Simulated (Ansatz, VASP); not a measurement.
**Two plane-wave programs on BaTiO3**

```
CELL_PARAMETERS angstrom
2.82737 1.63238 2.31839
-2.82737 1.63238 2.31839
0.00000 -3.26476 2.31839
ATOMIC_POSITIONS crystal
Ba 0.00000 0.00000 0.00000
Ti 0.48450 0.48450 0.48450
O 0.50860 0.50860 0.01750
O 0.01750 0.50860 0.50860
O 0.50860 0.01750 0.50860
```

Alike in both runs: task single point; functional PBEsol; k mesh 6 × 6 × 6; no spin polarisation; Hubbard terms Ti d U = 6.0 eV.

|  | VASP | Ansatz |
| --- | --- | --- |
| version | VASP 6.6.1 | Ansatz 0.2.0 |
| potentials or method | VASP PAW PBE potentials, release 64 (Ba_sv, Ti_sv, O) | plane waves, PAW |
| plane-wave cutoff (eV) | 520 | 420 |
| occupations | gaussian, width 0.01 eV | fixed |
| valence electrons in the cell | 40 | 40 |

Ansatz gave:

```
gap on the k mesh at the Fermi level (eV) : 3.03
```

Q: Estimate VASP's values.

A: gap on the k mesh at the Fermi level (eV): 2.98.

VASP's potentials were made for PBE, not for PBEsol. The programs project onto different local orbitals, so the same U acts differently, and such runs can settle in different states.

Spin-orbit coupling is off throughout.
